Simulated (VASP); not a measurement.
SiO2, 6 atoms in the cell. The structure is orthorhombic, space group Pnnm (No. 58). The conventional cell has a = 4.109 Å, b = 4.236 Å, c = 2.690 Å, α = 90.00°, β = 90.00°, γ = 90.00°. Si (site symmetry 2/m) has 6 O at 1.76 to 1.81 Å within 2.3 Å. O (site symmetry m) has 3 Si at 1.76 to 1.81 Å and 1 O at 2.28 Å within 2.3 Å.  This cell differs from its parent crystal: strain -0.0300 x Voigt [0, 1, 0, 0, 0, 0].

```yaml
Program: VASP 6.6.1
Task: single point
Functional: PBE
Potentials_or_basis: VASP PAW PBE potentials, release 64 (Si, O)
Cutoff: 520 eV
k_mesh: 6 × 6 × 8
Occupations: gaussian, width 0.05 eV
Spin: no spin polarisation
Dipole_correction: no
Further_INCAR_settings: ALGO = Normal; EDIFF = 1e-06; NBANDS = 25
```

Potentials or basis: VASP PAW PBE potentials, release 64 (Si, O).

Run with:

```console
$ cat potpaw_PBE.64/Si/POTCAR potpaw_PBE.64/O/POTCAR > POTCAR
$ mpirun -np 1 vasp_std > vasp.out
```

Hardware: 1 thread of Intel(R) Xeon(R) Platinum 8259CL CPU @ 2.50GHz (Skylake/Cascade Lake) (shared host).

Q: Estimate the wall time of this run.

A: Wall time 49 s on 1 thread of Intel(R) Xeon(R) Platinum 8259CL CPU @ 2.50GHz (Skylake/Cascade Lake), on a shared host, peak memory 0.2 GiB. Counts: scf iterations 12, k points 80.
